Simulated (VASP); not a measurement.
Ti:

```
Ti
1.0
     2.95000    0.00000    0.00000
    -1.47500    2.55477    0.00000
     0.00000    0.00000    4.68000
Ti
2
Direct
  0.66667 0.33333 0.75000
  0.33333 0.66667 0.25000
```

- Program: VASP 6.6.1
- Task: relaxation of cell and atoms
- Functional: PBEsol
- Potentials or basis: VASP PAW PBE potentials, release 64 (Ti_sv)
- Cutoff: 600 eV
- k mesh: 10 × 10 × 6
- Occupations: fermi-dirac, width 0.05 eV
- Spin: no spin polarisation

At the start: pressure -5.9 GPa; volume 17.64 Å³/atom.

Q: How do energy, volume and symmetry change on relaxing?

A: Over 8 steps the energy falls by 18.4 meV/atom and the volume is 16.68 Å³/atom (-5.4 %); space group P6_3/mmc (No. 194, to 0.05 Å).

Step by step:
```csv
step,energy change (eV),largest force (eV/Å),pressure (GPa),volume (Å³)
1,0.0000,0.0000,-5.89,35.27
2,-0.0170,0.0000,4.99,32.06
3,-0.0367,0.0000,-0.01,33.37
4,-0.0367,0.0000,0.10,33.33
5,-0.0368,0.0000,0.12,33.33
6,-0.0369,0.0000,0.13,33.33
7,-0.0369,0.0000,-0.09,33.40
8,-0.0369,0.0000,0.00,33.36
```

Final structure:
```yaml
crystal:
  lattice:
    - [2.90188, 0.00000, 0.00000]
    - [-1.45094, 2.51310, 0.00000]
    - [0.00000, 0.00000, 4.57461]
  atoms:
    - { symbol: Ti, position: [0.66667, 0.33333, 0.75000] }
    - { symbol: Ti, position: [0.33333, 0.66667, 0.25000] }
```

Caveat: the PAW data sets were made with another functional, which shifts forces and pressure a little.
